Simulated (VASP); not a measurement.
# As in VASP: notebook, part 3 of 3

VASP 6.6.1. Earlier steps stand in the parts before.

### 6 Single point, PBE+D3(BJ)

This run uses another cell than the first one, of 98.92 Å³/atom, 1.616 times its volume.

INCAR reads:

```
PREC = Accurate
ENCUT = 520
EDIFF = 1E-6
ISMEAR = 0
SIGMA = 0.1
LREAL = False
LASPH = True
NELM = 120
ALGO = Normal
ISIF = 2
LWAVE = False
LCHARG = False
LDIPOL = True
IDIPOL = 3
DIPOL = 0.5 0.5 0.283
GGA = PE
IVDW = 12
NBANDS = 38
GGA_COMPAT = False
NELMDL = -8
```

KPOINTS reads:

```
regular mesh
0
Gamma
  6 6 1
```

POSCAR reads:

```
As
1.0
    3.5939727413     -0.0000002760      0.0000000000
   -1.7969861317      3.1124718325      0.0000000000
    0.0000000000      0.0000000000     35.3725712000
As
4
Direct
    0.6666666667      0.3333333333      0.2413809950
    0.3333333333      0.6666666667      0.2020912988
    0.6666666667      0.3333333333      0.3633185462
    0.3333333333      0.6666666667      0.3240288500
```

Potentials or basis: VASP PAW PBE potentials, release 64 (As_d).

The run is started by

```sh
cat potpaw_PBE.64/As_d/POTCAR > POTCAR
mpirun -np 1 vasp_std > vasp.out
```

OUTCAR:

```text
PREC = Accurate
   ENCUT = 520
   EDIFF = 1E-6
   ISMEAR = 0
   LREAL = False
   LASPH = True
   NELM = 120
   ISIF = 2
   GGA = PE
   IVDW = 12
   NELMDL = -8
 IVDW          = 12

 ion  position               nearest neighbor table
   1  0.667  0.333  0.241-   2 2.50   2 2.50   2 2.50
   2  0.333  0.667  0.202-   1 2.50   1 2.50   1 2.50
   3  0.667  0.333  0.363-   4 2.50   4 2.50   4 2.50
   4  0.333  0.667  0.324-   3 2.50   3 2.50   3 2.50

  LATTYP: Found a hexagonal cell.
 ALAT       =     3.5939727413
 C/A-ratio  =     9.8421923999

  Lattice vectors:

 A1 = (   3.5939727413,  -0.0000002760,   0.0000000000)
 A2 = (  -1.7969861317,   3.1124718325,   0.0000000000)
 A3 = (   0.0000000000,   0.0000000000,  35.3725712000)

Analysis of symmetry for initial positions (statically):
=====================================================================
 Subroutine PRICEL returns:
 Original cell was already a primitive cell.

 Routine SETGRP: Setting up the symmetry group for a
 hexagonal supercell.

 Subroutine GETGRP returns: Found 12 space group operations
 (whereof  6 operations were pure point group operations)
 out of a pool of 24 trial point group operations.

The static configuration has the point symmetry C_3v.
[... 162 lines left out ...]
  band No.  band energies     occupation
      1     -38.7451      2.00000
      2     -38.7451      2.00000
      3     -38.7448      2.00000
      4     -38.7448      2.00000
      5     -38.7056      2.00000
      6     -38.7056      2.00000
[... 276 lines left out ...]
     37       4.1662      0.00000
     38       5.3585      0.00000

------------------------ aborting loop because EDIFF is reached ----------------------------------------

 vacuum level on the upper side and lower side of the slab       (xc-potential included)        -0.007        -0.008

 Edisp (eV)   -1.13148

 E8    (eV) :    -0.4966

  FORCE on cell =-STRESS in cart. coord.  units (eV):
  Direction    XX          YY          ZZ          XY          YZ          ZX
  --------------------------------------------------------------------------------------
  -------------------------------------------------------------------------------------
  Total      -0.02499    -0.02499     0.10687     0.00000    -0.00000     0.00000
  in kB      -0.10118    -0.10118     0.43275     0.00000    -0.00000     0.00000
  external pressure =        0.08 kB  Pullay stress =        0.00 kB

 VOLUME and BASIS-vectors are now :
 -----------------------------------------------------------------------------
  energy-cutoff  :      520.00
  volume of cell :      395.68
      direct lattice vectors                 reciprocal lattice vectors
     3.593972741 -0.000000276  0.000000000     0.278243636  0.160644010  0.000000000
    -1.796986132  3.112471832  0.000000000     0.000000025  0.321288062  0.000000000
     0.000000000  0.000000000 35.372571200     0.000000000  0.000000000  0.028270492

 POSITION                                       TOTAL-FORCE (eV/Angst)
 -----------------------------------------------------------------------------------
      1.79699      1.03749      8.53827        -0.000000      0.000000     -0.008749
      0.00000      2.07498      7.14849        -0.000000      0.000000     -0.015362
      1.79699      1.03749     12.85151         0.000000      0.000000      0.015362
      0.00000      2.07498     11.46173         0.000000     -0.000000      0.008749
 -----------------------------------------------------------------------------------
    total drift:                                0.000001      0.000000      0.000661

  FREE ENERGIE OF THE ION-ELECTRON SYSTEM (eV)
  ---------------------------------------------------
  free  energy   TOTEN  =       -19.7550850616 eV

  energy  without entropy=      -19.7550850444  energy(sigma->0) =      -19.75508505

 vacuum level on the upper side and lower side of the slab         1.771         1.771
```

stdout:

```text
POSCAR found type information on POSCAR As
 POSCAR found :  1 types and       4 ions
 scaLAPACK will be used
 LDA part: xc-table for (Slater+PW92), standard interpolation
 POSCAR, INCAR and KPOINTS ok, starting setup
 FFT: planning ... GRIDC
 FFT: planning ... GRID_SOFT
 FFT: planning ... GRID
 WAVECAR not read
 entering main loop
```

Wall time 1.7 min (1 thread of Intel Xeon 6975P-C (Granite Rapids), shared host); peak memory 0.46 GiB.

What came out:

```
Free energy                : -19.7551 eV
Largest force              : 0.015 eV/Å
Band gap on the k mesh     : 0.75 eV, indirect (least direct gap 1.46 eV)
Dispersion energy per atom : -0.283 eV
```

Forces on the atoms (eV/Å):
```
As   0.000  0.000 -0.009
As   0.000  0.000 -0.015
As   0.000  0.000  0.015
As   0.000  0.000  0.009
```

### 7 The runs side by side

```tsv
potentials or basis	cell	k mesh	smearing	second run	gap on the mesh (eV)	largest force (eV/Å)
VASP PAW PBE potentials, release 64 (As)	a = 3.759, b = 3.759, c = 20.000 Å, angles 90.0, 90.0, 120.0°, 4 atoms	6 × 6 × 1	gaussian 0.1 eV	-	0.23	0.93
VASP PAW PBE potentials, release 64 (As)	a = 3.594, b = 3.594, c = 35.373 Å, angles 90.0, 90.0, 120.0°, 4 atoms	6 × 6 × 1	gaussian 0.1 eV	-	0.73	0.08
VASP PAW PBE potentials, release 64 (As)	a = 3.580, b = 3.580, c = 35.373 Å, angles 90.0, 90.0, 120.0°, 4 atoms	12 × 12 × 1	gaussian 0.02 eV	-	0.70	0.09
VASP PAW PBE potentials, release 64 (As)	a = 3.594, b = 3.594, c = 35.373 Å, angles 90.0, 90.0, 120.0°, 4 atoms	12 × 12 × 1	gaussian 0.02 eV	-	0.62	0.11
VASP PAW PBE potentials, release 64 (As_d)	a = 3.594, b = 3.594, c = 35.373 Å, angles 90.0, 90.0, 120.0°, 4 atoms	6 × 6 × 1	gaussian 0.1 eV	valence_matched	0.75	0.02
```

Alike in all rows: task single point; level PBE+D3(BJ); no spin polarisation; cutoff (eV) 520.

Total energies depend on the potentials used, so only differences within one code and one set of settings carry meaning.
